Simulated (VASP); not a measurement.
# CdTe (Cmcm) in VASP: further runs, part 3 of 3

VASP 6.6.1. Earlier steps stand in the parts before.

### 5 Electric field gradients, PBEsol (equal xx and yy strain of -1 %)

Input file INCAR:

```
SYSTEM = CdTe
PREC = Accurate
ENCUT = 520
EDIFF = 1E-8
ISMEAR = -1
SIGMA = 0.05
LREAL = .FALSE.
LASPH = .TRUE.
NELM = 80
ALGO = Normal
ISIF = 2
LWAVE = .FALSE.
LCHARG = .FALSE.
GGA = PS
LEFG = .TRUE.
NBANDS = 26
```

Input file KPOINTS:

```
Automatic mesh
0
G
  9 9 6
  0 0 0
```

Input file POSCAR:

```
CdTe
1.0
    3.0346380900     -3.0636629100      0.0000000000
    3.0346380900      3.0636629100      0.0000000000
    0.0000000000      0.0000000000      6.0906520000
Cd Te
2 2
Direct
    0.2770300000      0.7229700000      0.7500000000
    0.7229700000      0.2770300000      0.2500000000
    0.7661370000      0.2338630000      0.7500000000
    0.2338630000      0.7661370000      0.2500000000
```

Potentials or basis: VASP PAW PBE potentials, release 64 (Cd, Te).

Command:

```bash
$ cat potpaw_PBE.64/Cd/POTCAR potpaw_PBE.64/Te/POTCAR > POTCAR
$ mpirun -np 1 vasp_std > vasp.out
```

OUTCAR:

```text
SYSTEM = CdTe
   PREC = Accurate
   ENCUT = 520
   EDIFF = 1E-8
   ISMEAR = -1
   LREAL = .FALSE.
   LASPH = .TRUE.
   NELM = 80
   ISIF = 2
   GGA = PS

 ion  position               nearest neighbor table
   1  0.277  0.723  0.750-   3 3.00   3 3.04   3 3.04   4 3.06   4 3.06   3 3.13
   2  0.723  0.277  0.250-   4 3.00   4 3.04   4 3.04   3 3.06   3 3.06   4 3.13
   3  0.766  0.234  0.750-   1 3.00   1 3.04   1 3.04   2 3.06   2 3.06   1 3.13
   4  0.234  0.766  0.250-   2 3.00   2 3.04   2 3.04   1 3.06   1 3.06   2 3.13

  LATTYP: Found a base centered orthorhombic cell.
 ALAT       =     6.0692761800
 B/A-ratio  =     1.0095645079
 C/A-ratio  =     1.0035219719

  Lattice vectors:

 A1 = (   3.0346380900,  -3.0636629100,   0.0000000000)
 A2 = (   3.0346380900,   3.0636629100,   0.0000000000)
 A3 = (   0.0000000000,   0.0000000000,   6.0906520000)

Analysis of symmetry for initial positions (statically):
=====================================================================
 Subroutine PRICEL returns:
 Original cell was already a primitive cell.
[... 901 lines left out ...]
      3.03464      1.36621      4.56799         0.000000      0.058334      0.000000
      3.03464     -1.36621      1.52266         0.000000     -0.058334     -0.000000
      3.03464     -1.63071      4.56799         0.000000      0.032306      0.000000
      3.03464      1.63071      1.52266         0.000000     -0.032306     -0.000000
 -----------------------------------------------------------------------------------
    total drift:                                0.000000      0.000000      0.000000

  FREE ENERGIE OF THE ION-ELECTRON SYSTEM (eV)
  ---------------------------------------------------
  free  energy   TOTEN  =       -10.4489613057 eV

  energy  without entropy=      -10.4325458189  energy(sigma->0) =      -10.44075356

 Electric field gradients (V/A^2)
---------------------------------------------------------------------
 ion       V_xx      V_yy      V_zz      V_xy      V_xz      V_yz
---------------------------------------------------------------------
   1      -3.695     2.152     1.544     0.000    -0.000     0.000
   2      -3.695     2.152     1.544     0.000    -0.000     0.000
   3      14.921     0.509   -15.429     0.000    -0.000     0.000
   4      14.921     0.509   -15.429    -0.000    -0.000    -0.000
---------------------------------------------------------------------

 Electric field gradients after diagonalization (V/A^2)
 (convention: |V_zz| > |V_xx| > |V_yy|)
----------------------------------------------------------------------
 ion       V_xx      V_yy      V_zz     asymmetry (V_yy - V_xx)/ V_zz
----------------------------------------------------------------------
   1       2.152     1.544    -3.695       0.165
   2       2.152     1.544    -3.695       0.165
   3      14.921     0.509   -15.429       0.934
   4      14.921     0.509   -15.429       0.934
----------------------------------------------------------------------

           NMR quadrupolar parameters

 Cq : quadrupolar parameter    Cq=e*Q*V_zz/h
 eta: asymmetry parameters     (V_yy - V_xx)/ V_zz
 Q  : nuclear electric quadrupole moment in mb (millibarn)
----------------------------------------------------------------------
 ion       Cq(MHz)       eta       Q (mb)
----------------------------------------------------------------------
   1      -0.009       0.165       1.000
   2      -0.009       0.165       1.000
   3      -0.037       0.934       1.000
   4      -0.037       0.934       1.000
----------------------------------------------------------------------
```

OSZICAR:

```text
N       E                     dE             d eps       ncg     rms          rms(c)
DAV:   1     0.221956017389E+03    0.22196E+03   -0.16490E+04  5200   0.123E+03
DAV:   2    -0.654088695668E+00   -0.22261E+03   -0.21504E+03  5698   0.297E+02
DAV:   3    -0.108847400937E+02   -0.10231E+02   -0.10131E+02  6182   0.644E+01
[... 12 lines left out ...]
DAV:  16    -0.104489612310E+02   -0.46433E-07   -0.18129E-08  4478   0.642E-04    0.538E-03
DAV:  17    -0.104489613350E+02   -0.10393E-06   -0.66939E-08  5420   0.148E-03    0.998E-04
DAV:  18    -0.104489613249E+02    0.10004E-07   -0.56575E-09  2800   0.455E-04    0.736E-04
DAV:  19    -0.104489613070E+02    0.17929E-07   -0.83051E-10  2776   0.139E-04    0.689E-05
DAV:  20    -0.104489613057E+02    0.13029E-08   -0.10133E-10  2724   0.575E-05
   1 F= -.10448961E+02 E0= -.10440754E+02  d E =-.164155E-01
```

stdout:

```text
POSCAR found type information on POSCAR CdTe
 POSCAR found :  2 types and       4 ions
 scaLAPACK will be used
 -----------------------------------------------------------------------------
|                                                                             |
|                                                                             |
|     You enforced a specific xc type in the INCAR file but a different       |
|     I HOPE YOU KNOW WHAT YOU ARE DOING!                                     |
|                                                                             |
 -----------------------------------------------------------------------------

 LDA part: xc-table for (Slater+PW92), standard interpolation
 POSCAR, INCAR and KPOINTS ok, starting setup
 FFT: planning ... GRIDC
 FFT: planning ... GRID_SOFT
 FFT: planning ... GRID
 WAVECAR not read
 entering main loop
ion   1

ion   2

ion   3

ion   4
```

Wall time 7.5 min (1 thread of Intel Xeon 8259CL, shared host); peak memory 0.4 GiB.

Results:

```
Free energy                             : -10.4490 eV
Pressure                                : -2.2 GPa
Largest force                           : 0.058 eV/Å
Band gap on the k mesh                  : zero (bands 18 and 19 overlap by 1.26 eV)
Largest electric field gradient by atom : Cd -3.7; Te -15.4 V/Å²
```

Forces on the atoms (eV/Å):
```
Cd   0.000  0.058  0.000
Cd   0.000 -0.058  0.000
Te   0.000  0.032  0.000
Te   0.000 -0.032  0.000
```

Stress tensor (GPa, compression positive):
```
-2.12  0.00  0.00
 0.00 -2.23  0.00
 0.00  0.00 -2.23
```

Electric field gradients, principal values (V/Å²):
```tsv
atom	least	middle	greatest (by size)
1 Cd	1.544	2.152	-3.695
2 Cd	1.544	2.152	-3.695
3 Te	0.509	14.921	-15.429
4 Te	0.509	14.921	-15.429
```

Caveat: the cell differs from its parent crystal (equal xx and yy strain of -1 %); without QUAD_EFG the Cq values of the log hold for a quadrupole moment of 1 mb, not for the nuclei; the PAW data sets were made with another functional, which shifts forces and pressure a little; spin-orbit coupling is left out, which moves the levels of the heavy elements.

### 6 Electric field gradients, PBEsol (zz strain of -1 %)

INCAR, as its differences from that of step 5:

```diff
@@ -8,3 +8,3 @@
 LASPH = .TRUE.
-NELM = 80
+NELM = 100
 ALGO = Normal
```

Input file KPOINTS:

```
regular mesh
0
G
  9 9 6
  0 0 0
```

Input file POSCAR:

```
CdTe
1.0
    3.0652910000     -3.0946090000      0.0000000000
    3.0652910000      3.0946090000      0.0000000000
    0.0000000000      0.0000000000      6.0297454800
Cd Te
2 2
Direct
    0.2770300000      0.7229700000      0.7500000000
    0.7229700000      0.2770300000      0.2500000000
    0.7661370000      0.2338630000      0.7500000000
    0.2338630000      0.7661370000      0.2500000000
```

Potentials or basis: VASP PAW PBE potentials, release 64 (Cd, Te).

Command:

```bash
$ cat potpaw_PBE.64/Cd/POTCAR potpaw_PBE.64/Te/POTCAR > POTCAR
$ mpirun -np 1 vasp_std > vasp.out
```

OUTCAR:

```text
SYSTEM = CdTe
   PREC = Accurate
   ENCUT = 520
   EDIFF = 1E-8
   ISMEAR = -1
   LREAL = .FALSE.
   LASPH = .TRUE.
   NELM = 100
   ISIF = 2
   GGA = PS

 ion  position               nearest neighbor table
   1  0.277  0.723  0.750-   4 3.03   4 3.03   3 3.03   3 3.07   3 3.07   3 3.16
   2  0.723  0.277  0.250-   3 3.03   3 3.03   4 3.03   4 3.07   4 3.07   4 3.16
   3  0.766  0.234  0.750-   2 3.03   2 3.03   1 3.03   1 3.07   1 3.07   1 3.16
   4  0.234  0.766  0.250-   1 3.03   1 3.03   2 3.03   2 3.07   2 3.07   2 3.16

  LATTYP: Found a base centered orthorhombic cell.
 ALAT       =     6.1305820000
 B/A-ratio  =     1.0095645079
 C/A-ratio  =     0.9835518846

  Lattice vectors:

 A1 = (   3.0652910000,  -3.0946090000,   0.0000000000)
 A2 = (   3.0652910000,   3.0946090000,   0.0000000000)
 A3 = (   0.0000000000,   0.0000000000,   6.0297454800)

Analysis of symmetry for initial positions (statically):
=====================================================================
 Subroutine PRICEL returns:
 Original cell was already a primitive cell.
[... 901 lines left out ...]
      3.06529      1.38001      4.52231         0.000000      0.030473      0.000000
      3.06529     -1.38001      1.50744         0.000000     -0.030473      0.000000
      3.06529     -1.64718      4.52231         0.000000      0.042610     -0.000000
      3.06529      1.64718      1.50744         0.000000     -0.042610     -0.000000
 -----------------------------------------------------------------------------------
    total drift:                                0.000000     -0.000000      0.000000

  FREE ENERGIE OF THE ION-ELECTRON SYSTEM (eV)
  ---------------------------------------------------
  free  energy   TOTEN  =       -10.4279915257 eV

  energy  without entropy=      -10.4101258282  energy(sigma->0) =      -10.41905868

 Electric field gradients (V/A^2)
---------------------------------------------------------------------
 ion       V_xx      V_yy      V_zz      V_xy      V_xz      V_yz
---------------------------------------------------------------------
   1       3.046     8.196   -11.242     0.000    -0.000    -0.000
   2       3.046     8.196   -11.242     0.000    -0.000     0.000
   3       1.010   -16.303    15.294     0.000     0.000     0.000
   4       1.010   -16.303    15.294    -0.000     0.000    -0.000
---------------------------------------------------------------------

 Electric field gradients after diagonalization (V/A^2)
 (convention: |V_zz| > |V_xx| > |V_yy|)
----------------------------------------------------------------------
 ion       V_xx      V_yy      V_zz     asymmetry (V_yy - V_xx)/ V_zz
----------------------------------------------------------------------
   1       8.196     3.046   -11.242       0.458
   2       8.196     3.046   -11.242       0.458
   3      15.294     1.010   -16.303       0.876
   4      15.294     1.010   -16.303       0.876
----------------------------------------------------------------------

           NMR quadrupolar parameters

 Cq : quadrupolar parameter    Cq=e*Q*V_zz/h
 eta: asymmetry parameters     (V_yy - V_xx)/ V_zz
 Q  : nuclear electric quadrupole moment in mb (millibarn)
----------------------------------------------------------------------
 ion       Cq(MHz)       eta       Q (mb)
----------------------------------------------------------------------
   1      -0.027       0.458       1.000
   2      -0.027       0.458       1.000
   3      -0.039       0.876       1.000
   4      -0.039       0.876       1.000
----------------------------------------------------------------------
```

stdout:

```text
POSCAR found type information on POSCAR CdTe
 POSCAR found :  2 types and       4 ions
 scaLAPACK will be used
 -----------------------------------------------------------------------------
|                                                                             |
|                                                                             |
|     You enforced a specific xc type in the INCAR file but a different       |
|     I HOPE YOU KNOW WHAT YOU ARE DOING!                                     |
|                                                                             |
 -----------------------------------------------------------------------------

 LDA part: xc-table for (Slater+PW92), standard interpolation
 POSCAR, INCAR and KPOINTS ok, starting setup
 FFT: planning ... GRIDC
 FFT: planning ... GRID_SOFT
 FFT: planning ... GRID
 WAVECAR not read
 entering main loop
ion   1

ion   2

ion   3

ion   4
```

Wall time 7.5 min (1 thread of Intel Xeon 8259CL, shared host); peak memory 0.4 GiB.

Results:

* Free energy: -10.4280 eV
* Pressure: -2.6 GPa
* Largest force: 0.043 eV/Å
* Band gap on the k mesh: zero (bands 18 and 19 overlap by 1.23 eV)
* Largest electric field gradient by atom: Cd -11.2; Te -16.3 V/Å²

Forces in eV/Å, atoms in the order of the input:
```
Cd   0.000  0.030  0.000
Cd   0.000 -0.030  0.000
Te   0.000  0.043  0.000
Te   0.000 -0.043  0.000
```

Stress tensor (GPa, compression positive):
```
-2.89  0.00  0.00
 0.00 -2.88  0.00
 0.00  0.00 -2.03
```

Levels at points of the mesh, in eV from the Fermi level:
```csv
k point,band 15,band 16,band 17,band 18,band 19,band 20,band 21,band 22
"(0.00, 0.00, 0.00)",-2.06,-1.36,-0.46,-0.43,-0.32,0.25,4.16,6.90
"(0.00, 0.00, 0.50)",-1.31,-1.31,-1.26,-1.26,1.68,1.68,4.99,4.99
```

Electric field gradients, principal values (V/Å²):
```tsv
atom	least	middle	greatest (by size)
1 Cd	3.046	8.196	-11.242
2 Cd	3.046	8.196	-11.242
3 Te	1.010	15.294	-16.303
4 Te	1.010	15.294	-16.303
```

Caveat: the cell differs from its parent crystal (zz strain of -1 %); without QUAD_EFG the Cq values of the log hold for a quadrupole moment of 1 mb, not for the nuclei; the PAW data sets were made with another functional, which shifts forces and pressure a little; spin-orbit coupling is left out, which moves the levels of the heavy elements.

### 7 Overview

```tsv
cell	gap on the mesh (eV)	pressure (GPa)	largest force (eV/Å)
a = 4.327, b = 4.327, c = 6.050 Å, angles 90.0, 90.0, 90.5°, 4 atoms	none	-2.2	0.05
a = 4.341, b = 4.341, c = 6.070 Å, angles 90.0, 90.0, 90.5°, 4 atoms	none	-2.6	0.04
a = 4.312, b = 4.312, c = 6.091 Å, angles 90.0, 90.0, 90.5°, 4 atoms	none	-2.2	0.06
a = 4.356, b = 4.356, c = 6.030 Å, angles 90.0, 90.0, 90.5°, 4 atoms	none	-2.6	0.04
```

Alike in all rows: task electric field gradients; level PBEsol; potentials or basis VASP PAW PBE potentials, release 64 (Cd, Te); no spin polarisation; k mesh 9 × 9 × 6; cutoff (eV) 520; smearing fermi-dirac 0.05 eV.

Caveats: the PAW data sets were made with another functional, which shifts forces and pressure a little; spin-orbit coupling is left out, which moves the levels of the heavy elements.

Absolute energies hang on the potentials; compare differences alone.
